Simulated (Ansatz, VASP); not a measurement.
Li3H8: VASP beside Ansatz

INCAR

```
PREC     = Accurate       # precision mode
ENCUT    = 600            # plane-wave cutoff, eV
EDIFF    = 1E-6           # SCF threshold, eV
ISMEAR   = 0              # smearing method
SIGMA    = 0.1            # smearing width, eV
LREAL    = F              # projectors in reciprocal space
LASPH    = T              # aspherical terms in the spheres
NELM     = 100            # most SCF steps
ALGO     = Normal         # electronic algorithm
ISIF     = 3              # what is computed and relaxed
LWAVE    = F              # write WAVECAR
LCHARG   = F              # write CHGCAR
GGA      = PE             # functional
IBRION   = 2              # ionic algorithm
NSW      = 100            # ionic steps
EDIFFG   = -0.01          # ionic threshold
```

File KPOINTS:

```
Automatic mesh
0
Gamma
  12 12 12
```

File POSCAR:

```
Li3H8
1.0
    2.1060095803      1.2159051981      5.0539860748
   -2.1060095803      1.2159051981      5.0539860748
    0.0000000000     -2.4318103962      5.0539860748
Li H
3 8
Direct
    0.5857954581      0.5857954581      0.5857954581
    0.4142045419      0.4142045419      0.4142045419
    0.0000000000      0.0000000000      0.0000000000
    0.0000000000      0.0000000000      0.5000000000
    0.5000000000      0.0000000000      0.0000000000
    0.0000000000      0.5000000000      0.0000000000
    0.8324963945      0.8324963945      0.8324963945
    0.1675036055      0.1675036055      0.1675036055
    0.5000000000      0.5000000000      0.0000000000
    0.0000000000      0.5000000000      0.5000000000
    0.5000000000      0.0000000000      0.5000000000
```

Input for Ansatz:

```yaml
crystal:
  lattice:
    - [2.1060095803, 1.2159051981, 5.0539860748]
    - [-2.1060095803, 1.2159051981, 5.0539860748]
    - [0.0, -2.4318103962, 5.0539860748]
  atoms:
    - { symbol: Li, position: [0.5857954581, 0.5857954581, 0.5857954581] }
    - { symbol: Li, position: [0.4142045419, 0.4142045419, 0.4142045419] }
    - { symbol: Li, position: [0.0, 0.0, 0.0] }
    - { symbol: H, position: [0.0, 0.0, 0.5] }
    - { symbol: H, position: [0.5, 0.0, 0.0] }
    - { symbol: H, position: [0.0, 0.5, 0.0] }
    - { symbol: H, position: [0.8324963945, 0.8324963945, 0.8324963945] }
    - { symbol: H, position: [0.1675036055, 0.1675036055, 0.1675036055] }
    - { symbol: H, position: [0.5, 0.5, 0.0] }
    - { symbol: H, position: [0.0, 0.5, 0.5] }
    - { symbol: H, position: [0.5, 0.0, 0.5] }
basis:
  ecutwfc: 420
kpoints:
  mp_grid: { grid: [12, 12, 12] }
hamiltonian:
  xc: pbe
scf:
  occupations: { method: gaussian, width: 0.1 }
output:
  forces: true
  stress: true
  eigenvalues: true
relax:
  adjacent_minimum: "off"
  f_tol: 0.01
  max_steps: 80
  cell: { stress_tol: 0.05 }
```

Alike in both runs: task relaxation of cell and atoms; functional PBE; k mesh 12 × 12 × 12; occupations gaussian, width 0.1 eV; no spin polarisation.

|  | VASP | Ansatz |
| --- | --- | --- |
| version | VASP 6.6.1 | Ansatz 0.2.0 |
| potentials or method | VASP PAW PBE potentials, release 64 (Li_sv, H), cutoff 600 eV | scalar-relativistic, plane waves, PAW |
| valence electrons in the cell | 17 | 17 |

```csv
,VASP,Ansatz,Ansatz less VASP
"gap on the k mesh at the Fermi level, each at its own relaxed structure (eV)",none,none,-
relaxed volume (Å³/atom),7.00,7.03,+0.037
relaxed length of the cell vector where the two differ most in proportion (Å),5.595,5.612,+0.0163
```

A gap of «none» marks a metal or a gap that the smearing closes.

Noted on VASP's run: the cutoff is under 1.25 times that of the potentials, so the pressure is a little rough.
